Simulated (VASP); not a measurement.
Runs of VASP 6.6.1 on BaTe. Symmetry: Pm-3m, No. 221, cubic system. Conventional cell: a = 4.245 Å, b = 4.245 Å, c = 4.245 Å, α = 90.00°, β = 90.00°, γ = 90.00°. Within 4.8 Å of Ba (site symmetry m-3m) lie 8 Te at 3.68 Å and 6 Ba at 4.24 Å. Within 4.8 Å of Te (site symmetry m-3m) lie 8 Ba at 3.68 Å and 6 Te at 4.24 Å. 

```tsv
level	k mesh	smearing	gap on the mesh (eV)	pressure (GPa)
r2SCAN	4 × 4 × 4	gaussian 0.5 eV	1.09	0.5
PBEsol	4 × 4 × 4	gaussian 0.01 eV	0.66	-1.2
r2SCAN	3 × 3 × 3	gaussian 0.01 eV	(a)	(b)
r2SCAN	4 × 4 × 4	gaussian 0.01 eV	1.09	0.6
r2SCAN	4 × 4 × 4	methfessel-paxton 0.161 eV	1.09	0.6
```

Alike in all rows: task single point; potentials or basis VASP PAW PBE potentials, release 64 (Ba_sv, Te); no spin polarisation; cell as given; cutoff (eV) 520.

Problem. Estimate the missing entries.

Solution. (a) 1.45; (b) 0.8.

Caveats: some runs use coarse meshes; the PAW data sets were made with another functional, which shifts forces and pressure a little; spin-orbit coupling is left out, which moves the levels of the heavy elements.

A k mesh can miss the band edges, and the runs leave out spin-orbit coupling on Ba, Te.
